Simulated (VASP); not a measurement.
# KZnWO4 (F-43m) in VASP: single point with PBE

Aim: the single point of KZnWO4 with PBE.

Everything below comes from runs of VASP 6.6.1. Logs are shortened: lines on timing, memory, paths and dates and some standing lists are left out, and cuts for length are marked.

## Step 1: The cell of the first run

Symmetry: F-43m, No. 216, cubic system. The conventional cell has a = 8.698 Å, b = 8.698 Å, c = 8.698 Å, α = 90.00°, β = 90.00°, γ = 90.00°. K (site symmetry -43m) has 12 O at 3.62 Å and 4 Zn at 3.77 Å and 6 W at 4.35 Å within 4.8 Å. Within 2.6 Å of Zn (site symmetry -43m) lie 4 O at 1.96 Å. Within 2.4 Å of W (site symmetry -43m) lie 4 O at 1.81 Å. O (site symmetry 3m) has 1 W at 1.81 Å and 1 Zn at 1.96 Å within 2.4 Å.

The cell was generated, and may not be a known phase.

## Step 2: Single point, PBE

File INCAR:

```
PREC = Accurate ; ENCUT = 1340
EDIFF = 1E-6 ; ISMEAR = 0
SIGMA = 0.1 ; LREAL = F
LASPH = T ; NELM = 120
ALGO = Normal ; ISIF = 2
LWAVE = F ; LCHARG = F
GGA = PE ; NBANDS = 38
GGA_COMPAT = F
```

File KPOINTS:

```
regular mesh
0
Gamma
  4 4 4
```

File POSCAR:

```
KZnWO4
1.0
    0.0000000000      4.3490668889      4.3490668889
    4.3490668889      0.0000000000      4.3490668889
    4.3490668889      4.3490668889      0.0000000000
K Zn W O
1 1 1 4
Direct
    0.2500000000      0.2500000000      0.2500000000
    0.0000000000      0.0000000000      0.0000000000
    0.7500000000      0.7500000000      0.7500000000
    0.8700642849      0.8700642849      0.3898071453
    0.3898071453      0.8700642849      0.8700642849
    0.8700642849      0.8700642849      0.8700642849
    0.8700642849      0.3898071453      0.8700642849
```

Potentials or basis: VASP PAW PBE potentials, release 64 (K_sv, Zn, W_sv, O_h).

On the command line:

```bash
$ cat potpaw_PBE.64/K_sv/POTCAR potpaw_PBE.64/Zn/POTCAR potpaw_PBE.64/W_sv/POTCAR potpaw_PBE.64/O_h/POTCAR > POTCAR
$ mpirun -np 1 vasp_std > vasp.out
```

OUTCAR:

```text
PREC = Accurate
   ENCUT = 1340
   EDIFF = 1E-6
   ISMEAR = 0
   LREAL = F
   LASPH = T
   NELM = 120
   ISIF = 2
   GGA = PE

 ion  position               nearest neighbor table
   1  0.250  0.250  0.250-
   2  0.000  0.000  0.000-   6 1.96   5 1.96   4 1.96   7 1.96
   3  0.750  0.750  0.750-   4 1.81   5 1.81   7 1.81   6 1.81
   4  0.870  0.870  0.390-   3 1.81   2 1.96
   5  0.390  0.870  0.870-   3 1.81   2 1.96
   6  0.870  0.870  0.870-   3 1.81   2 1.96
   7  0.870  0.390  0.870-   3 1.81   2 1.96

  LATTYP: Found a face centered cubic cell.
 ALAT       =     8.6981337778

  Lattice vectors:

 A1 = (   0.0000000000,   4.3490668889,   4.3490668889)
 A2 = (   4.3490668889,   0.0000000000,   4.3490668889)
 A3 = (   4.3490668889,   4.3490668889,   0.0000000000)

Analysis of symmetry for initial positions (statically):
=====================================================================
 Subroutine PRICEL returns:
 Original cell was already a primitive cell.

 Routine SETGRP: Setting up the symmetry group for a
 face centered cubic supercell.

 Subroutine GETGRP returns: Found 24 space group operations
 (whereof 24 operations were pure point group operations)
 out of a pool of 48 trial point group operations.

The static configuration has the point symmetry T_d .

Analysis of symmetry for dynamics (positions and initial velocities):
=====================================================================
 Subroutine PRICEL returns:
 Original cell was already a primitive cell.

 Routine SETGRP: Setting up the symmetry group for a
 face centered cubic supercell.

 Subroutine GETGRP returns: Found 24 space group operations
 (whereof 24 operations were pure point group operations)
 out of a pool of 48 trial point group operations.

The dynamic configuration has the point symmetry T_d .

 Subroutine INISYM returns: Found 24 space group operations
 (whereof 24 operations are pure point group operations),
 and found     1 'primitive' translations

----------------------------------------------------------------------------------------

                                     Primitive cell

  volume of cell :     164.5198

  direct lattice vectors                    reciprocal lattice vectors
     0.000000000  4.349066889  4.349066889    -0.114967190  0.114967190  0.114967190
     4.349066889  0.000000000  4.349066889     0.114967190 -0.114967190  0.114967190
     4.349066889  4.349066889  0.000000000     0.114967190  0.114967190 -0.114967190

  length of vectors
     6.150509378  6.150509378  6.150509378     0.199129015  0.199129015  0.199129015

  position of ions in fractional coordinates (direct lattice)
     0.250000000  0.250000000  0.250000000
     0.000000000  0.000000000  0.000000000
     0.750000000  0.750000000  0.750000000
     0.870064285  0.870064285  0.389807145
     0.389807145  0.870064285  0.870064285
     0.870064285  0.870064285  0.870064285
     0.870064285  0.389807145  0.870064285

  ion indices of the primitive-cell ions
   primitive index   ion index
                 1           1
                 2           2
                 3           3
                 4           4
                 5           5
                 6           6
                 7           7

----------------------------------------------------------------------------------------

 KPOINTS: regular mesh

Automatic generation of k-mesh.
 Grid dimensions read from file:
 generate k-points for:    4    4    4

 Generating k-lattice:

  Cartesian coordinates                     Fractional coordinates (reciprocal lattice)
    -0.028741798  0.028741798  0.028741798     0.250000000  0.000000000  0.000000000
     0.028741798 -0.028741798  0.028741798     0.000000000  0.250000000  0.000000000
     0.028741798  0.028741798 -0.028741798     0.000000000  0.000000000  0.250000000

  Length of vectors
     0.049782254  0.049782254  0.049782254

  Shift w.r.t. Gamma in fractional coordinates (k-lattice)
     0.000000000  0.000000000  0.000000000

 Subroutine IBZKPT returns following result:
 ===========================================

 Found      8 irreducible k-points:

 Following reciprocal coordinates:
            Coordinates               Weight
  0.000000  0.000000  0.000000      1.000000
  0.250000  0.000000  0.000000      8.000000
  0.500000  0.000000  0.000000      4.000000
  0.250000  0.250000  0.000000      6.000000
  0.500000  0.250000  0.000000     24.000000
 -0.250000  0.250000  0.000000     12.000000
  0.500000  0.500000  0.000000      3.000000
 -0.250000  0.500000  0.250000      6.000000
   k-points           NKPTS =      8   k-points in BZ     NKDIM =      8   number of bands    NBANDS=     38
   number of dos      NEDOS =    301   number of ions     NIONS =      7
   total plane-waves  NPLWV = 512000
   dimension x,y,z NGX =    80 NGY =   80 NGZ =   80
   dimension x,y,z NGXF=   160 NGYF=  160 NGZF=  160
   ions per type =               1   1   1   4
   NGX,Y,Z   is equivalent  to a cutoff of  21.62, 21.62, 21.62 a.u.
   NGXF,Y,Z  is equivalent  to a cutoff of  43.25, 43.25, 43.25 a.u.
 SYSTEM =  unknown system
   PREC   = accura    normal or accurate (medium, high low for compatibility)
   ISTART =      0    job   : 0-new  1-cont  2-samecut
   ICHARG =      2    charge: 1-file 2-atom 10-const
   ISPIN  =      1    spin polarized calculation?
   LNONCOLLINEAR =      F non collinear calculations
   LSORBIT =      F    spin-orbit coupling
   LASPH  =      T    aspherical Exc in radial PAW
   ENCUT  = 1340.0 eV  98.49 Ry    9.92 a.u.  18.36 18.36 18.36*2*pi/ulx,y,z
   NELM   =    120;   NELMIN=  2; NELMDL= -5     # of ELM steps
   EDIFF  = 0.1E-05   stopping-criterion for ELM
   LREAL  =      F    real-space projection
   EDIFFG = 0.1E-04   stopping-criterion for IOM
   NSW    =      0    number of steps for IOM
   IBRION =     -1    ionic relax: 0-MD 1-quasi-New 2-CG
   NFREE  =      0    steps in history (QN), initial steepest desc. (CG)
   ISIF   =      2    stress and relaxation
   ISYM   =      2    0-nonsym 1-usesym 2-fastsym
   POTIM  = 0.5000    time-step for ionic-motion
   TEBEG  =    0.0;   TEEND  =   0.0 temperature during run
   PSTRESS=    0.0 pullay stress
   NELECT =      59.0000    total number of electrons
   NUPDOWN=      -1.0000    fix difference up-down
   EMIN   =  10.00;   EMAX   =-10.00  energy-range for DOS
   EFERMI =   0.00;   METHOD = LEGACY
   ISMEAR =     0;   SIGMA  =   0.10  broadening in eV -4-tet -1-fermi 0-gaus
   EFERMI_NEDOS =   21; number of points for ismear=-14 and -15
   IALGO  =     38    algorithm
   IMIX   =      4    mixing-type and parameters
     AMIX     =   0.40;   BMIX     =  1.00
     AMIX_MAG =   1.60;   BMIX_MAG =  1.00
  volume/ion in A,a.u.               =      23.50       158.60
  Fermi-wavevector in a.u.,A,eV,Ry     =   1.163106  2.197952 18.406183  1.352816
  Thomas-Fermi vector in A             =   2.299660
   LORBIT       =      0    0 simple, 1 ext, 2 COOP (PROOUT), +10 PAW based schemes
   GGA     = PE    functional components
   LHFCALC =     F    Hartree Fock is set to
   AEXX    =    0.0000 exact exchange contribution
   IVDW    =     0    specifies the selected vdW correction
   LEPSILON=     F    determine dielectric tensor
   LRPA    =     F    only Hartree local field effects (RPA)
 non-spin polarized calculation
 Gauss-broadening in eV      SIGMA  =   0.10
  energy-cutoff  :     1340.00
  volume of cell :      164.52
 maximum number of plane-waves:     18366
 NGX is ok and might be reduce to    80
   NGX = 37   NGY = 37   NGZ = 37

 number of electron      59.0000002 magnetization

 Free energy of the ion-electron system (eV)
  ---------------------------------------------------
  ext. energy  EPLUGINS =         0.00000000
  ---------------------------------------------------
  free energy    TOTEN  =       -46.66106813 eV

  energy without entropy =      -46.62654535  energy(sigma->0) =      -46.64380674

 E-fermi :   2.8655     XC(G=0):  -7.5241

 val. band max:        2.7650586717   @ k =   0.5000   0.5000   0.0000
 cond. band min:       2.8814850597   @ k =  -0.2500   0.2500   0.0000
 fundamental gap:      0.1164263880
 Fermi energy:         2.8654622331

 k-point     1 :       0.0000    0.0000    0.0000
  band No.  band energies     occupation
      1     -74.8550      2.00000
      2     -39.2518      2.00000
      3     -39.2518      2.00000
      4     -39.2518      2.00000
      5     -30.0320      2.00000
      6     -18.5160      2.00000
[... 30 lines left out ...]
     37       6.3387      0.00000
     38       6.3844      0.00000

 k-point     2 :       0.2500    0.0000    0.0000
  band No.  band energies     occupation
      1     -74.8550      2.00000
      2     -39.2518      2.00000
      3     -39.2518      2.00000
      4     -39.2518      2.00000
      5     -30.0319      2.00000
      6     -18.4637      2.00000
[... 30 lines left out ...]
     37       6.4770      0.00000
     38       6.4951      0.00000

 k-point     3 :       0.5000    0.0000    0.0000
  band No.  band energies     occupation
      1     -74.8550      2.00000
      2     -39.2519      2.00000
      3     -39.2518      2.00000
      4     -39.2518      2.00000
      5     -30.0319      2.00000
      6     -18.3977      2.00000
[... 30 lines left out ...]
     37       5.9819      0.00000
     38       6.6077      0.00000

 k-point     4 :       0.2500    0.2500    0.0000
  band No.  band energies     occupation
      1     -74.8550      2.00000
      2     -39.2518      2.00000
      3     -39.2518      2.00000
      4     -39.2518      2.00000
      5     -30.0319      2.00000
      6     -18.4432      2.00000
[... 30 lines left out ...]
     37       6.3624      0.00000
     38       6.4099      0.00000

 k-point     5 :       0.5000    0.2500    0.0000
  band No.  band energies     occupation
      1     -74.8550      2.00000
      2     -39.2519      2.00000
      3     -39.2518      2.00000
      4     -39.2518      2.00000
      5     -30.0319      2.00000
      6     -18.3686      2.00000
[... 30 lines left out ...]
     37       5.7136      0.00000
     38       6.2955      0.00000

 k-point     6 :      -0.2500    0.2500    0.0000
  band No.  band energies     occupation
      1     -74.8550      2.00000
      2     -39.2519      2.00000
      3     -39.2518      2.00000
      4     -39.2518      2.00000
      5     -30.0319      2.00000
      6     -18.3970      2.00000
[... 30 lines left out ...]
     37       5.5507      0.00000
     38       6.5004      0.00000

 k-point     7 :       0.5000    0.5000    0.0000
  band No.  band energies     occupation
      1     -74.8550      2.00000
      2     -39.2519      2.00000
      3     -39.2518      2.00000
      4     -39.2518      2.00000
      5     -30.0318      2.00000
      6     -18.3339      2.00000
[... 30 lines left out ...]
     37       6.0513      0.00000
     38       6.2327      0.00000

 k-point     8 :      -0.2500    0.5000    0.2500
  band No.  band energies     occupation
      1     -74.8550      2.00000
      2     -39.2519      2.00000
      3     -39.2518      2.00000
      4     -39.2518      2.00000
      5     -30.0319      2.00000
      6     -18.3345      2.00000
[... 30 lines left out ...]
     37       5.2807      0.00000
     38       5.4698      0.00000

------------------------ aborting loop because EDIFF is reached ----------------------------------------

  FORCE on cell =-STRESS in cart. coord.  units (eV):
  Direction    XX          YY          ZZ          XY          YZ          ZX
  --------------------------------------------------------------------------------------
  -------------------------------------------------------------------------------------
  Total        0.9865849      0.9865849      0.9865849      0.0000000     -0.0000000      0.0000000
  in kB        9.6078624      9.6078624      9.6078624      0.0000000     -0.0000000      0.0000000
  external PRESSURE =       9.6078624 kB  Pullay stress =       0.0000000 kB

 VOLUME and BASIS-vectors are now :
 -----------------------------------------------------------------------------
  energy-cutoff  :     1340.00
  volume of cell :      164.52
      direct lattice vectors                 reciprocal lattice vectors
     0.000000000  4.349066889  4.349066889    -0.114967190  0.114967190  0.114967190
     4.349066889  0.000000000  4.349066889     0.114967190 -0.114967190  0.114967190
     4.349066889  4.349066889  0.000000000     0.114967190  0.114967190 -0.114967190

 POSITION                                       TOTAL-FORCE (eV/Angst)
 -----------------------------------------------------------------------------------
      2.17453      2.17453      2.17453        -0.000000     -0.000000     -0.000000
      0.00000      0.00000      0.00000        -0.000000     -0.000000     -0.000000
      6.52360      6.52360      6.52360        -0.000000     -0.000000     -0.000000
      5.47927      5.47927      7.56794        -0.093225     -0.093225      0.093225
      7.56794      5.47927      5.47927         0.093225     -0.093225     -0.093225
      7.56794      7.56794      7.56794         0.093225      0.093225      0.093225
      5.47927      7.56794      5.47927        -0.093225      0.093225     -0.093225
 -----------------------------------------------------------------------------------
    total drift:                                0.000001      0.000001      0.000001

  FREE ENERGIE OF THE ION-ELECTRON SYSTEM (eV)
  ---------------------------------------------------
  free  energy   TOTEN  =       -46.6610681260 eV

  energy  without entropy=      -46.6265453454  energy(sigma->0) =      -46.64380674
```

It took 3.9 min on 1 thread of Intel Xeon 6975P-C (Granite Rapids), shared host; peak memory 1.1 GiB.

Results:

```yaml
Free_energy: -46.6611 eV
Pressure: 1.0 GPa
Largest_force: 0.161 eV/Å
Band_gap_on_the_k_mesh: zero (an odd number of electrons rules out a gap without spin polarisation)
```

Forces in eV/Å, atoms in the order of the input:
```
K    0.000  0.000  0.000
Zn   0.000  0.000  0.000
W    0.000  0.000  0.000
O   -0.093 -0.093  0.093
O    0.093 -0.093 -0.093
O    0.093  0.093  0.093
O   -0.093  0.093 -0.093
```

Caveat: spin-orbit coupling is left out, which moves the levels of the heavy elements; an odd number of electrons without spin polarisation forces a metal; a magnetic or distorted state may lie lower.

The gap in the log of VASP goes by the Fermi energy; the results here count the filled bands.